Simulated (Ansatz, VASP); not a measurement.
## One calculation of Ga, two programs

```
Ga
1.0
     0.00000    2.13104    2.13104
     2.13104    0.00000    2.13104
     2.13104    2.13104    0.00000
Ga
1
Direct
  0.00000 0.00000 0.00000
```

Alike in both runs: task single point; functional r2SCAN; k mesh 15 × 15 × 15; occupations fermi-dirac, width 0.1 eV; no spin polarisation.

|  | VASP | Ansatz |
| --- | --- | --- |
| version | VASP 6.6.1 | Ansatz 0.2.0 |
| potentials or method | VASP PAW PBE potentials, release 64 (Ga_d), cutoff 520 eV | plane waves (500 eV) with PAW, scalar-relativistic |
| valence electrons in the cell | 13 | 13 |

Ansatz gave:

* pressure (GPa): -4.1

Question: What did VASP give for the same quantities?

Answer: Pressure (GPa): -4.0.

VASP's potentials were made for PBE, not for r2SCAN.
